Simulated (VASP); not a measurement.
A run of VASP 6.6.1 is set up as follows.

The input INCAR:

```
SYSTEM = Ca
PREC     = Accurate       ! precision mode
ENCUT    = 520            ! plane-wave cutoff, eV
EDIFF    = 1E-6           ! SCF threshold, eV
ISMEAR   = -1             ! smearing method
SIGMA    = 0.1            ! smearing width, eV
LREAL    = .False.        ! projectors in reciprocal space
LASPH    = .True.         ! aspherical terms in the spheres
NELM     = 80             ! most SCF steps
ALGO     = Normal         ! electronic algorithm
ISIF     = 2              ! what is computed and relaxed
LWAVE    = .False.        ! write WAVECAR
LCHARG   = .False.        ! write CHGCAR
GGA      = B5             ! functional
ALDAX    = 1.0          
AGGAX    = 1.0          
AGGAC    = 1.0          
ALDAC    = 0.0          
NBANDS   = 28             ! bands
```

File KPOINTS:

```
regular mesh
0
Gamma
  11 11 3
  0 0 0
```

POSCAR

```
Ca
1.0
    3.9193053466      0.0000000000      0.0000000000
   -1.9596526733      3.3942179953      0.0000000000
    0.0000000000      0.0000000000     12.8437505099
Ca
4
Direct
    0.0000000000      1.0000000000      0.0000000000
    0.0000000000      1.0000000000      0.5000000000
    0.3333333333      0.6666666667      0.2500000000
    0.6666666667      0.3333333333      0.7500000000
```

Potentials or basis: VASP PAW PBE potentials, release 64 (Ca_sv).

Command:

```sh
$ cat potpaw_PBE.64/Ca_sv/POTCAR > POTCAR
$ mpirun -np 1 vasp_std > vasp.out
```

(1) Predict the pressure.

(2) Estimate the band gap on the k mesh.

## Answers

(1) 0.0 GPa.

(2) zero (bands 20 and 21 overlap by 0.26 eV).

Caveat: the PAW data sets were made with another functional, which shifts forces and pressure a little.
